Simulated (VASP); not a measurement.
Write the native input for VASP 6.6.1 that does the following.

| Property | Result |
| --- | --- |
| Task | single point |
| Functional | PBE |
| Potentials or basis | VASP PAW PBE potentials, release 64 (Na_pv, H) |
| Cutoff | 520 eV |
| k mesh | 2 × 2 × 2 |
| Occupations | fermi-dirac, width 0.05 eV |
| Spin | no spin polarisation |
| Dipole correction | no |
| Further INCAR settings | LREAL = Auto; ALGO = Normal; EDIFF = 1e-06; NBANDS = 70 |

The structure of Na16H (a cell with a defect) lies in POSCAR:

```
Na16H
1.0
    8.4600000000      0.0000000000      0.0000000000
    0.0000000000      8.4600000000      0.0000000000
    0.0000000000      0.0000000000      8.4600000000
Na H
16 1
Direct
   -0.0236406619     -0.0064539007     -0.0180378251
    0.5172104019     -0.0743380615     -0.0340898345
   -0.0491843972      0.5322695035      0.0041016548
   -0.0042553191     -0.0084515366      0.5070212766
    0.2805437352      0.2573049645      0.2002364066
    0.5052600473      0.5332505910     -0.0413593381
    0.5061938534     -0.0032624113      0.5114302600
    0.7876950355      0.2156737589      0.2163356974
    0.0538179669      0.5050945626      0.4866075650
    0.2612174941      0.7946572104      0.1944799054
    0.1796217494      0.2081205674      0.8529432624
    0.5045862884      0.4978014184      0.4970567376
    0.7738416076      0.6976004728      0.3282505910
    0.7620449173      0.3362884161      0.7695035461
    0.1957328605      0.7549527187      0.7527186761
    0.7348345154      0.7549527187      0.7508865248
    0.0577423168      0.2094444444      0.3614066194
```

One way to write it, as run:

INCAR

```
ALGO = Normal ; EDIFF = 1E-6
ENCUT = 520 ; GGA = PE
ISIF = 2 ; ISMEAR = -1
LASPH = T ; LCHARG = T
LELF = T ; LREAL = Auto
LVHAR = T ; LWAVE = F
NBANDS = 70 ; NELM = 100
PREC = Accurate ; SIGMA = 0.05
```

KPOINTS

```
k-points
0
Gamma
  2 2 2
```

Potentials or basis: VASP PAW PBE potentials, release 64 (Na_pv, H).

Run with:

```bash
$ cat potpaw_PBE.64/Na_pv/POTCAR potpaw_PBE.64/H/POTCAR > POTCAR
$ mpirun -np 1 vasp_std > vasp.out
```

Results of the run:

The pressure is 0.4 GPa. The largest force is 0.882 eV/Å. The band gap on the k mesh is zero (an odd number of electrons rules out a gap without spin polarisation).

Caveat: the k points lie up to 0.37 Å⁻¹ apart, too coarse for converged energies and pressures of a metal; the atoms stand as in a frame of molecular dynamics.

Wall time 3.7 min on 1 thread of Intel(R) Xeon(R) 6975P-C (Granite Rapids), on a shared host, peak memory 0.64 GiB.
